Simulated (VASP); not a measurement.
Write the native input for VASP 6.6.1 that does the following.

```yaml
Task: single point
Functional: PBEsol-based screened hybrid with 25 % exact exchange
Potentials_or_basis: VASP PAW PBE potentials, release 64 (Sb_d_GW)
Cutoff: 400 eV
k_mesh: 5 × 5 × 5
Occupations: fermi-dirac, width 0.05 eV
Spin: no spin polarisation
Dipole_correction: no
Grid_for_exact_exchange_PRECFOCK: Normal
Share_of_exact_exchange: 0.25
Further_INCAR_settings: ALGO = Normal; EDIFF = 1e-06; NBANDS = 14
Screening_parameter: 0.207 1/Å
```

Sb:

```
Sb
1.0
    -1.87134    1.87134    1.87134
     1.87134   -1.87134    1.87134
     1.87134    1.87134   -1.87134
Sb
1
Direct
  0.00000 0.00000 0.00000
```

This isn't the form of Sb at room conditions, which is rhombohedral.

These files were run (other wordings do the same):

POSCAR

```
Sb
1.0
   -1.8713408863      1.8713408863      1.8713408863
    1.8713408863     -1.8713408863      1.8713408863
    1.8713408863      1.8713408863     -1.8713408863
Sb
1
Direct
    0.0000000000      0.0000000000      0.0000000000
```

INCAR.step1

```
SYSTEM = Sb
ALGO     = Normal         ! electronic algorithm
EDIFF    = 1E-5           ! SCF threshold, eV
ENCUT    = 400            ! plane-wave cutoff, eV
GGA      = PE             ! functional
GGA_COMPAT= .False.      
ISIF     = 2              ! what is computed and relaxed
ISMEAR   = -1             ! smearing method
LASPH    = .True.         ! aspherical terms in the spheres
LREAL    = .False.        ! projectors in reciprocal space
LWAVE    = .True.         ! write WAVECAR
NBANDS   = 14             ! bands
NELM     = 120            ! most SCF steps
PREC     = Accurate       ! precision mode
SIGMA    = 0.05           ! smearing width, eV
```

INCAR.step2

```
SYSTEM = Sb
AEXX     = 0.25           ! exact-exchange fraction
ALGO     = Normal         ! electronic algorithm
EDIFF    = 1E-6           ! SCF threshold, eV
ENCUT    = 400            ! plane-wave cutoff, eV
GGA      = PS             ! functional
GGA_COMPAT= .False.      
HFSCREEN = 0.207          ! screening, 1/A
ISIF     = 2              ! what is computed and relaxed
ISMEAR   = -1             ! smearing method
ISTART   = 1            
LASPH    = .True.         ! aspherical terms in the spheres
LCHARG   = .True.         ! write CHGCAR
LELF     = .True.         ! ELF
LHFCALC  = .True.         ! exact exchange
LREAL    = .False.        ! projectors in reciprocal space
LVHAR    = .True.       
LWAVE    = .False.        ! write WAVECAR
NBANDS   = 14             ! bands
NELM     = 120            ! most SCF steps
PREC     = Accurate       ! precision mode
PRECFOCK = Normal       
SIGMA    = 0.05           ! smearing width, eV
```

KPOINTS

```
k-points
0
Gamma
  5 5 5
  0 0 0
```

Potentials or basis: VASP PAW PBE potentials, release 64 (Sb_d_GW).

The run is started by

```bash
$ cat potpaw_PBE.64/Sb_d_GW/POTCAR > POTCAR
$ cp INCAR.step1 INCAR
$ mpirun -np 1 vasp_std > vasp.out
$ cp INCAR.step2 INCAR
$ mpirun -np 1 vasp_std > vasp.out
```

It gave:

* Pressure: -3.2 GPa
* Band gap on the k mesh: zero (an odd number of electrons rules out a gap without spin polarisation)

Caveat: the k points lie up to 0.47 Å⁻¹ apart, too coarse for converged energies and pressures of a metal; the PAW data sets were made with another functional, which shifts forces and pressure a little; spin-orbit coupling is left out, which moves the levels of the heavy elements; an odd number of electrons without spin polarisation forces a metal; a magnetic or distorted state may lie lower.

Wall time 2.3 min on 1 thread of Intel(R) Xeon(R) Platinum 8488C (Sapphire Rapids), with other jobs on the host, peak memory 0.24 GiB.
